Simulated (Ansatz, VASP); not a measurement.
# MgO in VASP and in Ansatz

```
Mg O
1.0
     2.91167    0.00000    0.00000
    -1.45583    2.52158    0.00000
     0.00000    0.00000    2.65565
Mg O
1 1
Cartesian
  0.0000 0.0000 0.0000
  0.0000 1.6811 1.3278
```

Alike in both runs: task single point; functional r2SCAN; k mesh 12 × 12 × 8; no spin polarisation.

```csv
,VASP,Ansatz
version,VASP 6.6.1,Ansatz 0.2.0
potentials or method,"VASP PAW PBE potentials, release 64 (Mg, O), cutoff 520 eV","plane waves, PAW"
occupations,"gaussian, width 0.01 eV",fixed
valence electrons in the cell,8,16
```

Ansatz gave:

* pressure (GPa): -1.4
* traceless stress, the component that is largest in VASP (GPa): 0.09

Problem. Which values does VASP return?

Solution. Pressure (GPa): -2.5; traceless stress, the component that is largest in VASP (GPa): -0.07.

VASP's potentials were made for PBE, not for r2SCAN. VASP's potentials hold 8 valence electrons a cell and Ansatz's 16, so a difference there can come from the potentials and not from the codes.
